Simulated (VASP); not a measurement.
# Zn (Fd-3m) in VASP: notebook

Zn is run at these levels: PBEsol; tasks: single point.

All numbers are computed with VASP 6.6.1; they aren't measurements. Logs are shortened: lines on timing, memory, paths and dates and some standing lists are left out, and cuts for length are marked.

## (1) The cell of the first run

The structure is cubic, space group Fd-3m (No. 227). The conventional cell has a = 5.417 Å, b = 5.417 Å, c = 5.417 Å, α = 90.00°, β = 90.00°, γ = 90.00°. Zn (site symmetry -43m) has 4 Zn at 2.35 Å within 3.1 Å.

## (2) Single point, PBEsol (volume scaled by 0.88)

Input file INCAR:

```
SYSTEM = Zn
PREC     = Accurate       ! precision mode
ENCUT    = 520            ! plane-wave cutoff, eV
EDIFF    = 1E-7           ! SCF threshold, eV
ISMEAR   = -1             ! smearing method
SIGMA    = 0.1            ! smearing width, eV
LREAL    = .False.        ! projectors in reciprocal space
LASPH    = .True.         ! aspherical terms in the spheres
NELM     = 80             ! most SCF steps
ALGO     = Normal         ! electronic algorithm
ISIF     = 2              ! what is computed and relaxed
LWAVE    = .False.        ! write WAVECAR
LCHARG   = .True.         ! write CHGCAR
GGA      = PS             ! functional
LELF     = .True.         ! ELF
LVHAR    = .True.       
NBANDS   = 19             ! bands
```

Input file KPOINTS:

```
regular mesh
0
Gamma
  11 11 11
  0 0 0
```

Input file POSCAR:

```
Zn
1.0
    0.0000000000      2.7086660991      2.7086660991
    2.7086660991      0.0000000000      2.7086660991
    2.7086660991      2.7086660991      0.0000000000
Zn
2
Direct
    0.1250000000      0.1250000000      0.1250000000
    0.8750000000      0.8750000000      0.8750000000
```

Potentials or basis: VASP PAW PBE potentials, release 64 (Zn).

Run with:

```bash
$ cat potpaw_PBE.64/Zn/POTCAR > POTCAR
$ mpirun -np 1 vasp_std > vasp.out
```

OUTCAR:

```text
SYSTEM = Zn
   PREC = Accurate
   ENCUT = 520
   EDIFF = 1E-7
   ISMEAR = -1
   LREAL = .False.
   LASPH = .True.
   NELM = 80
   ISIF = 2
   GGA = PS

 ion  position               nearest neighbor table
   1  0.125  0.125  0.125-   2 2.35   2 2.35   2 2.35   2 2.35
   2  0.875  0.875  0.875-   1 2.35   1 2.35   1 2.35   1 2.35

  LATTYP: Found a face centered cubic cell.
 ALAT       =     5.4173321982

  Lattice vectors:

 A1 = (   0.0000000000,   2.7086660991,   2.7086660991)
 A2 = (   2.7086660991,   0.0000000000,   2.7086660991)
 A3 = (   2.7086660991,   2.7086660991,   0.0000000000)

Analysis of symmetry for initial positions (statically):
=====================================================================
 Subroutine PRICEL returns:
 Original cell was already a primitive cell.

 Routine SETGRP: Setting up the symmetry group for a
 face centered cubic supercell.

 Subroutine GETGRP returns: Found 48 space group operations
 (whereof 12 operations were pure point group operations)
 out of a pool of 48 trial point group operations.

The static configuration has the point symmetry D_3d.
 The point group associated with its full space group is O_h .

Analysis of symmetry for dynamics (positions and initial velocities):
=====================================================================
 Subroutine PRICEL returns:
 Original cell was already a primitive cell.

 Routine SETGRP: Setting up the symmetry group for a
 face centered cubic supercell.

 Subroutine GETGRP returns: Found 48 space group operations
 (whereof 12 operations were pure point group operations)
 out of a pool of 48 trial point group operations.

The dynamic configuration has the point symmetry D_3d.
 The point group associated with its full space group is O_h .

 Subroutine INISYM returns: Found 48 space group operations
 (whereof 12 operations are pure point group operations),
 and found     1 'primitive' translations

----------------------------------------------------------------------------------------

                                     Primitive cell

  volume of cell :      39.7463

  direct lattice vectors                    reciprocal lattice vectors
     0.000000000  2.708666099  2.708666099    -0.184592704  0.184592704  0.184592704
     2.708666099  0.000000000  2.708666099     0.184592704 -0.184592704  0.184592704
[... 75 lines left out ...]
 SYSTEM =  Zn
   PREC   = accura    normal or accurate (medium, high low for compatibility)
   ISTART =      0    job   : 0-new  1-cont  2-samecut
   ICHARG =      2    charge: 1-file 2-atom 10-const
   ISPIN  =      1    spin polarized calculation?
   LNONCOLLINEAR =      F non collinear calculations
   LSORBIT =      F    spin-orbit coupling
   LASPH  =      T    aspherical Exc in radial PAW
   ENCUT  =  520.0 eV  38.22 Ry    6.18 a.u.   7.12  7.12  7.12*2*pi/ulx,y,z
   NELM   =     80;   NELMIN=  2; NELMDL= -5     # of ELM steps
   EDIFF  = 0.1E-06   stopping-criterion for ELM
   LREAL  =      F    real-space projection
   EDIFFG = 0.1E-05   stopping-criterion for IOM
   NSW    =      0    number of steps for IOM
   IBRION =     -1    ionic relax: 0-MD 1-quasi-New 2-CG
   NFREE  =      0    steps in history (QN), initial steepest desc. (CG)
   ISIF   =      2    stress and relaxation
   ISYM   =      2    0-nonsym 1-usesym 2-fastsym
   POTIM  = 0.5000    time-step for ionic-motion
   TEBEG  =    0.0;   TEEND  =   0.0 temperature during run
   PSTRESS=    0.0 pullay stress
   NELECT =      24.0000    total number of electrons
   NUPDOWN=      -1.0000    fix difference up-down
   EMIN   =  10.00;   EMAX   =-10.00  energy-range for DOS
   EFERMI =   0.00;   METHOD = LEGACY
   ISMEAR =    -1;   SIGMA  =   0.10  broadening in eV -4-tet -1-fermi 0-gaus
   EFERMI_NEDOS =   21; number of points for ismear=-14 and -15
   IALGO  =     38    algorithm
   IMIX   =      4    mixing-type and parameters
     AMIX     =   0.40;   BMIX     =  1.00
     AMIX_MAG =   1.60;   BMIX_MAG =  1.00
  volume/ion in A,a.u.               =      19.87       134.11
  Fermi-wavevector in a.u.,A,eV,Ry     =   1.383714  2.614841 26.050604  1.914665
  Thomas-Fermi vector in A             =   2.508286
   LORBIT       =      0    0 simple, 1 ext, 2 COOP (PROOUT), +10 PAW based schemes
   GGA     = PS    functional components
   LHFCALC =     F    Hartree Fock is set to
   AEXX    =    0.0000 exact exchange contribution
   IVDW    =     0    specifies the selected vdW correction
   LEPSILON=     F    determine dielectric tensor
   LRPA    =     F    only Hartree local field effects (RPA)
 non-spin polarized calculation
  energy-cutoff  :      520.00
  volume of cell :       39.75
 maximum number of plane-waves:      1082
   NGX = 15   NGY = 15   NGZ = 15

 number of electron      23.9999994 magnetization

 Free energy of the ion-electron system (eV)
  ---------------------------------------------------
  ext. energy  EPLUGINS =         0.00000000
  ---------------------------------------------------
  free energy    TOTEN  =        -1.86811685 eV

  energy without entropy =       -1.84604007  energy(sigma->0) =       -1.85707846

 E-fermi :   1.0047     XC(G=0): -10.1210

 val. band max:        0.9940548387   @ k =  -0.4545   0.3636   0.1818
 cond. band min:       1.0776747269   @ k =  -0.4545   0.2727   0.0000
 fundamental gap:      0.0836198882
 Fermi energy:         1.0047185381

 k-point     1 :       0.0000    0.0000    0.0000
  band No.  band energies     occupation
      1      -7.6022      2.00000
      2      -6.9202      2.00000
      3      -6.9202      2.00000
      4      -6.9202      2.00000
      5      -6.8689      2.00000
      6      -6.8689      2.00000
[... 505 lines left out ...]
      6      -6.6215      2.00000
[... 11 lines left out ...]
     18      11.1065      0.00000
     19      12.0909      0.00000

 [... further k-points ...]
[... 5 lines left out ...]
  --------------------------------------------------------------------------------------
  -------------------------------------------------------------------------------------
  Total        1.6755394      1.6755394      1.6755394     -0.0000000     -0.0000000      0.0000000
  in kB       67.5412074     67.5412074     67.5412074     -0.0000000     -0.0000000      0.0000000
  external PRESSURE =      67.5412074 kB  Pullay stress =       0.0000000 kB

 VOLUME and BASIS-vectors are now :
 -----------------------------------------------------------------------------
  energy-cutoff  :      520.00
  volume of cell :       39.75
      direct lattice vectors                 reciprocal lattice vectors
     0.000000000  2.708666099  2.708666099    -0.184592704  0.184592704  0.184592704
     2.708666099  0.000000000  2.708666099     0.184592704 -0.184592704  0.184592704
     2.708666099  2.708666099  0.000000000     0.184592704  0.184592704 -0.184592704

 POSITION                                       TOTAL-FORCE (eV/Angst)
 -----------------------------------------------------------------------------------
      0.67717      0.67717      0.67717        -0.000000     -0.000000     -0.000000
      4.74017      4.74017      4.74017         0.000000      0.000000      0.000000
 -----------------------------------------------------------------------------------
    total drift:                                0.000000      0.000000     -0.000000

  FREE ENERGIE OF THE ION-ELECTRON SYSTEM (eV)
  ---------------------------------------------------
  free  energy   TOTEN  =        -1.8681168455 eV

  energy  without entropy=       -1.8460400654  energy(sigma->0) =       -1.85707846
```

OSZICAR:

```text
N       E                     dE             d eps       ncg     rms          rms(c)
DAV:   1     0.118744997664E+03    0.11874E+03   -0.12280E+04  2152   0.183E+03
DAV:   2     0.416634567260E+01   -0.11458E+03   -0.11138E+03  2142   0.295E+02
DAV:   3    -0.205286556024E+01   -0.62192E+01   -0.61915E+01  2357   0.759E+01
DAV:   4    -0.210263002222E+01   -0.49764E-01   -0.49753E-01  2317   0.729E+00
DAV:   5    -0.210270803073E+01   -0.78009E-04   -0.78008E-04  2386   0.260E-01    0.372E+00
DAV:   6    -0.188326320007E+01    0.21944E+00   -0.93413E-01  2504   0.193E+01    0.248E+00
DAV:   7    -0.187303768064E+01    0.10226E-01   -0.36936E-02  2380   0.308E+00    0.125E+00
DAV:   8    -0.186813965473E+01    0.48980E-02   -0.26223E-03  2451   0.518E-01    0.679E-02
DAV:   9    -0.186811548307E+01    0.24172E-04   -0.21321E-04  2796   0.165E-01    0.478E-02
DAV:  10    -0.186811776742E+01   -0.22843E-05   -0.38408E-05  2256   0.534E-02    0.542E-03
DAV:  11    -0.186811738622E+01    0.38120E-06   -0.31120E-07  2552   0.818E-03    0.404E-03
DAV:  12    -0.186811680779E+01    0.57843E-06   -0.88880E-08  1459   0.528E-03    0.662E-04
DAV:  13    -0.186811684553E+01   -0.37739E-07   -0.26561E-08  1238   0.155E-03
   1 F= -.18681168E+01 E0= -.18570785E+01  d E =-.220768E-01
```

It took 32 s on 1 thread of AMD EPYC 7R43 (Zen 3), shared host; peak memory 0.13 GiB.

What came out:

* Free energy: -1.8681 eV
* Pressure: 6.8 GPa
* Band gap on the k mesh: zero (band 12 reaches 7.30 eV, above the bottom of band 13 at -0.02 eV)

Caveat: the PAW data sets were made with another functional, which shifts forces and pressure a little.

## (3) Single point, PBEsol (volume scaled by 0.92)

Input file INCAR:

```
SYSTEM = Zn
  ALGO = Normal
  EDIFF = 1E-6
  ENCUT = 520
  GGA = PS
  ISIF = 2
  ISMEAR = -1
  LASPH = .TRUE.
  LCHARG = .TRUE.
  LELF = .TRUE.
  LREAL = .FALSE.
  LVHAR = .TRUE.
  LWAVE = .FALSE.
  NBANDS = 19
  NELM = 80
  PREC = Accurate
  SIGMA = 0.1
```

Input file KPOINTS:

```
k-points
0
G
  11 11 11
  0 0 0
```

Input file POSCAR:

```
Zn
1.0
    0.0000000000      2.7490999124      2.7490999124
    2.7490999124      0.0000000000      2.7490999124
    2.7490999124      2.7490999124      0.0000000000
Zn
2
Direct
    0.1250000000      0.1250000000      0.1250000000
    0.8750000000      0.8750000000      0.8750000000
```

Potentials or basis: VASP PAW PBE potentials, release 64 (Zn).

Run with:

```bash
$ cat potpaw_PBE.64/Zn/POTCAR > POTCAR
$ mpirun -np 1 vasp_std > vasp.out
```

Run time: 42 s. Hardware: 1 thread of AMD EPYC 7R43 (Zen 3), shared host; peak memory 0.15 GiB.

It converged, with:

| Item | Value |
| --- | --- |
| Free energy | -1.9282 eV |
| Pressure | 4.1 GPa |
| Band gap on the k mesh | zero (band 12 reaches 6.85 eV, above the bottom of band 13 at -0.14 eV) |

Levels at points of the mesh, in eV from the Fermi level:
```
           k point  band 8  band 9  band 10  band 11  band 12  band 13  band 14  band 15  band 16  band 17
(0.00, 0.00, 0.00)   -7.03   -7.03    -6.74    -6.74     6.05     6.05     6.05     7.46     7.46     7.46
```

Caveat: the PAW data sets were made with another functional, which shifts forces and pressure a little.
